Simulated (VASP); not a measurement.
# IrRu (R-3m) in VASP: a series of runs

IrRu is run at these levels: LDA; tasks: single point.

Everything below comes from runs of VASP 6.6.1. Logs are shortened: lines on timing, memory, paths and dates and some standing lists are left out, and cuts for length are marked.

## (1) The cell of the first run

Symmetry: R-3m, No. 166, trigonal system. The conventional cell has a = 2.672 Å, b = 2.672 Å, c = 13.158 Å, α = 90.00°, β = 90.00°, γ = 120.00°. Ru (site symmetry -3m) has 6 Ru at 2.67 Å and 6 Ir at 2.68 Å within 3.5 Å. Within 3.5 Å of Ir (site symmetry -3m) lie 6 Ir at 2.67 Å and 6 Ru at 2.68 Å.

## (2) Single point, LDA

Input file INCAR:

```
PREC     = Accurate       # precision mode
ENCUT    = 520            # plane-wave cutoff, eV
EDIFF    = 1E-6           # SCF threshold, eV
ISMEAR   = 1              # smearing method
SIGMA    = 0.1            # smearing width, eV
LREAL    = False          # projectors in reciprocal space
LASPH    = True           # aspherical terms in the spheres
NELM     = 60             # most SCF steps
ALGO     = Normal         # electronic algorithm
ISIF     = 2              # what is computed and relaxed
LWAVE    = False          # write WAVECAR
LCHARG   = True           # write CHGCAR
GGA      = CA             # functional
LELF     = True           # ELF
LVHAR    = True         
NBANDS   = 18             # bands
```

Input file KPOINTS:

```
regular mesh
0
Gamma
  12 12 12
```

Input file POSCAR:

```
IrRu
1.0
    1.3360513800      0.7713698975      4.3860877406
   -1.3360513800      0.7713698975      4.3860877406
    0.0000000000     -1.5427388039      4.3860877406
Ru Ir
1 1
Direct
    0.5000000000      0.5000000000      0.5000000000
    0.0000000000      0.0000000000      0.0000000000
```

Potentials or basis: VASP PAW LDA potentials, release 64 (Ru_pv, Ir).

Launch:

```sh
cat potpaw_LDA.64/Ru_pv/POTCAR potpaw_LDA.64/Ir/POTCAR > POTCAR
mpirun -np 1 vasp_std > vasp.out
```

OUTCAR:

```text
PREC = Accurate
   ENCUT = 520
   EDIFF = 1E-6
   ISMEAR = 1
   LREAL = False
   LASPH = True
   NELM = 60
   ISIF = 2
   GGA = CA

 ion  position               nearest neighbor table
   1  0.500  0.500  0.500-   2 2.68   2 2.68   2 2.68   2 2.68   2 2.68   2 2.68
   2  0.000  0.000  0.000-   1 2.68   1 2.68   1 2.68   1 2.68   1 2.68   1 2.68

  LATTYP: Found a trigonal (rhomboedric) cell.
 ALAT       =     4.6494957229
 COS(alpha) =     0.8348553114

  Lattice vectors:

 A1 = (   1.3360513800,   0.7713698975,   4.3860877406)
 A2 = (  -1.3360513800,   0.7713698975,   4.3860877406)
 A3 = (   0.0000000000,  -1.5427388039,   4.3860877406)

Analysis of symmetry for initial positions (statically):
=====================================================================
 Subroutine PRICEL returns:
 Original cell was already a primitive cell.

 Routine SETGRP: Setting up the symmetry group for a
 trigonal (rhombohedral) supercell.

 Subroutine GETGRP returns: Found 12 space group operations
 (whereof 12 operations were pure point group operations)
 out of a pool of 12 trial point group operations.

The static configuration has the point symmetry D_3d.

Analysis of symmetry for dynamics (positions and initial velocities):
=====================================================================
 Subroutine PRICEL returns:
 Original cell was already a primitive cell.

 Routine SETGRP: Setting up the symmetry group for a
 trigonal (rhombohedral) supercell.

 Subroutine GETGRP returns: Found 12 space group operations
 (whereof 12 operations were pure point group operations)
 out of a pool of 12 trial point group operations.

The dynamic configuration has the point symmetry D_3d.

 Subroutine INISYM returns: Found 12 space group operations
 (whereof 12 operations are pure point group operations),
 and found     1 'primitive' translations

----------------------------------------------------------------------------------------

                                     Primitive cell

  volume of cell :      27.1215

  direct lattice vectors                    reciprocal lattice vectors
     1.336051380  0.771369897  4.386087741     0.374237105  0.216065909  0.075997855
    -1.336051380  0.771369897  4.386087741    -0.374237105  0.216065909  0.075997855
[... 74 lines left out ...]
   NGXF,Y,Z  is equivalent  to a cutoff of  25.74, 25.74, 25.74 a.u.
 SYSTEM =  unknown system
   PREC   = accura    normal or accurate (medium, high low for compatibility)
   ISTART =      0    job   : 0-new  1-cont  2-samecut
   ICHARG =      2    charge: 1-file 2-atom 10-const
   ISPIN  =      1    spin polarized calculation?
   LNONCOLLINEAR =      F non collinear calculations
   LSORBIT =      F    spin-orbit coupling
   LASPH  =      T    aspherical Exc in radial PAW
   ENCUT  =  520.0 eV  38.22 Ry    6.18 a.u.   8.64  8.64  8.64*2*pi/ulx,y,z
   NELM   =     60;   NELMIN=  2; NELMDL= -5     # of ELM steps
   EDIFF  = 0.1E-05   stopping-criterion for ELM
   LREAL  =      F    real-space projection
   EDIFFG = 0.1E-04   stopping-criterion for IOM
   NSW    =      0    number of steps for IOM
   IBRION =     -1    ionic relax: 0-MD 1-quasi-New 2-CG
   NFREE  =      0    steps in history (QN), initial steepest desc. (CG)
   ISIF   =      2    stress and relaxation
   ISYM   =      2    0-nonsym 1-usesym 2-fastsym
   POTIM  = 0.5000    time-step for ionic-motion
   TEBEG  =    0.0;   TEEND  =   0.0 temperature during run
   PSTRESS=    0.0 pullay stress
   NELECT =      23.0000    total number of electrons
   NUPDOWN=      -1.0000    fix difference up-down
   EMIN   =  10.00;   EMAX   =-10.00  energy-range for DOS
   EFERMI =   0.00;   METHOD = LEGACY
   ISMEAR =     1;   SIGMA  =   0.10  broadening in eV -4-tet -1-fermi 0-gaus
   EFERMI_NEDOS =   21; number of points for ismear=-14 and -15
   IALGO  =     38    algorithm
   IMIX   =      4    mixing-type and parameters
     AMIX     =   0.40;   BMIX     =  1.00
     AMIX_MAG =   1.60;   BMIX_MAG =  1.00
  volume/ion in A,a.u.               =      13.56        91.51
  Fermi-wavevector in a.u.,A,eV,Ry     =   1.549575  2.928273 32.670089  2.401184
  Thomas-Fermi vector in A             =   2.654363
   LORBIT       =      0    0 simple, 1 ext, 2 COOP (PROOUT), +10 PAW based schemes
   GGA     = CA    functional components
   LHFCALC =     F    Hartree Fock is set to
   AEXX    =    0.0000 exact exchange contribution
   IVDW    =     0    specifies the selected vdW correction
   LEPSILON=     F    determine dielectric tensor
   LRPA    =     F    only Hartree local field effects (RPA)
 non-spin polarized calculation
 Methfessel and Paxton  Order N= 1 SIGMA  =   0.10
  energy-cutoff  :      520.00
  volume of cell :       27.12
 maximum number of plane-waves:       746
   NGX = 17   NGY = 17   NGZ = 17

 number of electron      23.0000001 magnetization

 Free energy of the ion-electron system (eV)
  ---------------------------------------------------
  ext. energy  EPLUGINS =         0.00000000
  ---------------------------------------------------
  free energy    TOTEN  =       -21.02298014 eV

  energy without entropy =      -21.02159574  energy(sigma->0) =      -21.02251867

 E-fermi :  11.8210     XC(G=0): -14.3892

 val. band max:       11.8202400225   @ k =  -0.2500   0.0833   0.0833
 cond. band min:      11.8240866609   @ k =  -0.2500   0.1667   0.1667
 fundamental gap:      0.0038466384
 Fermi energy:        11.8209985039

 k-point     1 :       0.0000    0.0000    0.0000
  band No.  band energies     occupation
      1     -31.1793      2.00000
      2     -30.6394      2.00000
      3     -30.6394      2.00000
      4       1.7273      2.00000
      5       4.7150      2.00000
      6       8.0099      2.00000
[... 481 lines left out ...]
      5       6.2501      2.00000
      6       6.8731      2.00000
[... 10 lines left out ...]
     17      21.8078      0.00000
     18      23.2890      0.00000

 [... further k-points ...]
[... 5 lines left out ...]
  --------------------------------------------------------------------------------------
  -------------------------------------------------------------------------------------
  Total        0.0226569      0.0226569     -0.4237363      0.0000000     -0.0000000     -0.0000000
  in kB        1.3384356      1.3384354    -25.0317980      0.0000000     -0.0000019     -0.0000000
  external PRESSURE =      -7.4516423 kB  Pullay stress =       0.0000000 kB

 VOLUME and BASIS-vectors are now :
 -----------------------------------------------------------------------------
  energy-cutoff  :      520.00
  volume of cell :       27.12
      direct lattice vectors                 reciprocal lattice vectors
     1.336051380  0.771369897  4.386087741     0.374237105  0.216065909  0.075997855
    -1.336051380  0.771369897  4.386087741    -0.374237105  0.216065909  0.075997855
     0.000000000 -1.542738804  4.386087741     0.000000000 -0.432131818  0.075997904

 POSITION                                       TOTAL-FORCE (eV/Angst)
 -----------------------------------------------------------------------------------
      0.00000      0.00000      6.57913        -0.000000     -0.000000      0.000000
      0.00000      0.00000      0.00000         0.000000      0.000000     -0.000000
 -----------------------------------------------------------------------------------
    total drift:                                0.000000     -0.000000      0.000000

  FREE ENERGIE OF THE ION-ELECTRON SYSTEM (eV)
  ---------------------------------------------------
  free  energy   TOTEN  =       -21.0229801444 eV

  energy  without entropy=      -21.0215957350  energy(sigma->0) =      -21.02251867
```

OSZICAR:

```text
N       E                     dE             d eps       ncg     rms          rms(c)
DAV:   1     0.211467859385E+03    0.21147E+03   -0.12766E+04  6916   0.132E+03
DAV:   2    -0.171817372809E+02   -0.22865E+03   -0.22079E+03  6854   0.396E+02
DAV:   3    -0.223697020243E+02   -0.51880E+01   -0.51376E+01  8088   0.690E+01
DAV:   4    -0.224410339804E+02   -0.71332E-01   -0.71155E-01  8840   0.715E+00
DAV:   5    -0.224426538880E+02   -0.16199E-02   -0.16088E-02  8694   0.985E-01    0.212E+01
DAV:   6    -0.213409613985E+02    0.11017E+01   -0.46124E+00  8866   0.211E+01    0.847E+00
DAV:   7    -0.217736223150E+02   -0.43266E+00   -0.96368E+00  9242   0.220E+01    0.724E+00
DAV:   8    -0.210342451870E+02    0.73938E+00   -0.52765E+00  8998   0.167E+01    0.120E+00
DAV:   9    -0.210252873676E+02    0.89578E-02   -0.54127E-02  7490   0.205E+00    0.497E-01
DAV:  10    -0.210230648670E+02    0.22225E-02   -0.33869E-03  8138   0.640E-01    0.917E-02
DAV:  11    -0.210229831880E+02    0.81679E-04   -0.45227E-04  9598   0.173E-01    0.342E-02
DAV:  12    -0.210229803332E+02    0.28548E-05   -0.14783E-05  7470   0.425E-02    0.124E-02
DAV:  13    -0.210229801444E+02    0.18882E-06   -0.73459E-07  4508   0.934E-03
   1 F= -.21022980E+02 E0= -.21022519E+02  d E =-.138441E-02
```

Wall time 3 min (1 thread of AMD EPYC 7R13 (Zen 3), shared host); peak memory 0.23 GiB.

What came out:

- Free energy: -21.0230 eV
- Pressure: -0.7 GPa
- Band gap on the k mesh: zero (an odd number of electrons rules out a gap without spin polarisation)

Caveat: spin-orbit coupling is left out, which moves the levels of the heavy elements.

## (3) Single point, LDA

This run uses another cell than the first one, of 13.93 Å³/atom.

Input file INCAR:

```
SYSTEM = IrRu
ALGO = Normal ; EDIFF = 1E-6
ENCUT = 520 ; GGA = CA
ISIF = 2 ; ISMEAR = 1
LASPH = .TRUE. ; LCHARG = .TRUE.
LELF = .TRUE. ; LREAL = .FALSE.
LVHAR = .TRUE. ; LWAVE = .FALSE.
NBANDS = 18 ; NELM = 60
PREC = Accurate ; SIGMA = 0.1
```

Input file KPOINTS:

```
k-points
0
G
  12 12 12
  0 0 0
```

Input file POSCAR:

```
IrRu
1.0
    1.3481430000      0.7783510000      4.4257830000
   -1.3481430000      0.7783510000      4.4257830000
    0.0000000000     -1.5567010000      4.4257830000
Ru Ir
1 1
Direct
    0.5000000000      0.5000000000      0.5000000000
    0.0000000000      0.0000000000      0.0000000000
```

Potentials or basis: VASP PAW LDA potentials, release 64 (Ru_pv, Ir).

Launch:

```sh
cat potpaw_LDA.64/Ru_pv/POTCAR potpaw_LDA.64/Ir/POTCAR > POTCAR
mpirun -np 1 vasp_std > vasp.out
```

OUTCAR:

```text
SYSTEM = IrRu
   EDIFF = 1E-6
   ENCUT = 520
   GGA = CA
   ISIF = 2
   ISMEAR = 1
   LASPH = .TRUE.
   LREAL = .FALSE.
   NELM = 60
   PREC = Accurate

 ion  position               nearest neighbor table
   1  0.500  0.500  0.500-   2 2.71   2 2.71   2 2.71   2 2.71   2 2.71   2 2.71
   2  0.000  0.000  0.000-   1 2.71   1 2.71   1 2.71   1 2.71   1 2.71   1 2.71

  LATTYP: Found a trigonal (rhomboedric) cell.
 ALAT       =     4.6915748945
 COS(alpha) =     0.8348553114

  Lattice vectors:

 A1 = (   1.3481430000,   0.7783510000,   4.4257830000)
[... 190 lines left out ...]
      5       4.4573      2.00000
      6       7.6727      2.00000
[... 481 lines left out ...]
      5       5.9714      2.00000
      6       6.5697      2.00000
[... 10 lines left out ...]
     17      21.3316      0.00000
     18      22.5412      0.00000

 [... further k-points ...]
[... 5 lines left out ...]
  --------------------------------------------------------------------------------------
  -------------------------------------------------------------------------------------
  Total       -1.6761441     -1.6761439     -2.0738063      0.0000000     -0.0000002      0.0000000
  in kB      -96.3760910    -96.3760768   -119.2411477      0.0000000     -0.0000090      0.0000000
  external PRESSURE =    -103.9977719 kB  Pullay stress =       0.0000000 kB

 VOLUME and BASIS-vectors are now :
 -----------------------------------------------------------------------------
  energy-cutoff  :      520.00
  volume of cell :       27.86
      direct lattice vectors                 reciprocal lattice vectors
     1.348143000  0.778351000  4.425783000     0.370880537  0.214127994  0.075316224
    -1.348143000  0.778351000  4.425783000    -0.370880537  0.214127994  0.075316224
     0.000000000 -1.556701000  4.425783000     0.000000000 -0.428255987  0.075316272

 POSITION                                       TOTAL-FORCE (eV/Angst)
 -----------------------------------------------------------------------------------
      0.00000      0.00000      6.63867        -0.000000     -0.000000      0.000000
      0.00000      0.00000      0.00000         0.000000      0.000000      0.000000
 -----------------------------------------------------------------------------------
    total drift:                                0.000000     -0.000000      0.000000

  FREE ENERGIE OF THE ION-ELECTRON SYSTEM (eV)
  ---------------------------------------------------
  free  energy   TOTEN  =       -20.9971962029 eV

  energy  without entropy=      -20.9957779806  energy(sigma->0) =      -20.99672346
```

It took 2.9 min on 1 thread of AMD EPYC 7R13 (Zen 3), shared host; peak memory 0.23 GiB.

What came out:

```
Free energy            : -20.9972 eV
Pressure               : -10.4 GPa
Band gap on the k mesh : zero (an odd number of electrons rules out a gap without spin polarisation)
```

Stress tensor (GPa, compression positive):
```
 -9.64   0.00   0.00
  0.00  -9.64   0.00
  0.00   0.00 -11.92
```

Caveat: the cell stands under tension; spin-orbit coupling is left out, which moves the levels of the heavy elements.

## (4) Single point, LDA

This run uses another cell than the first one, of 14.30 Å³/atom.

Input file INCAR:

```
PREC = Accurate
ENCUT = 520
EDIFF = 1E-7
ISMEAR = 1
SIGMA = 0.1
LREAL = F
LASPH = T
NELM = 80
ALGO = Normal
ISIF = 2
LWAVE = F
LCHARG = F
GGA = CA
NBANDS = 18
```

Input file KPOINTS:

```
Automatic mesh
0
Gamma
  12 12 12
```

Input file POSCAR:

```
IrRu
1.0
    1.3600215239      0.7852090714      4.4647786921
   -1.3600215239      0.7852090714      4.4647786921
    0.0000000000     -1.5704171341      4.4647786921
Ru Ir
1 1
Direct
    0.5000000000      0.5000000000      0.5000000000
    0.0000000000      0.0000000000      0.0000000000
```

Launch:

```sh
cat potpaw_LDA.64/Ru_pv/POTCAR potpaw_LDA.64/Ir/POTCAR > POTCAR
mpirun -np 1 vasp_std > vasp.out
```

Wall time 2.9 min (1 thread of AMD EPYC 7R13 (Zen 3), shared host); peak memory 0.23 GiB.

The run converged. Its results:

| Property | Result |
| --- | --- |
| Free energy | -20.9301 eV |
| Pressure | -18.6 GPa |
| Band gap on the k mesh | zero (an odd number of electrons rules out a gap without spin polarisation) |

Stress tensor (GPa, compression positive):
```
-17.93   0.00   0.00
  0.00 -17.93   0.00
  0.00   0.00 -19.91
```

Levels at points of the mesh, in eV from the Fermi level:
```
           k point  band 8  band 9  band 10  band 11  band 12  band 13  band 14  band 15  band 16  band 17
(0.00, 0.00, 0.00)   -3.09   -2.82    -2.82    -0.59    -0.59     0.12     1.26     1.26     8.31    10.03
(0.50, 0.00, 0.00)   -3.05   -2.48    -1.62    -1.00     1.27     1.61     4.25     4.56     8.82     9.76
(0.50, 0.50, 0.00)   -3.17    0.14     1.14     1.24     1.36     1.79     1.81     2.68     7.91    10.03
(0.50, 0.50, 0.50)   -3.19   -3.19    -2.21    -2.21    -0.71    -0.71    -0.18    -0.18    10.03    14.30
```

Caveat: the cell stands under tension; spin-orbit coupling is left out, which moves the levels of the heavy elements.

(Part 1 of 2 ends here.)
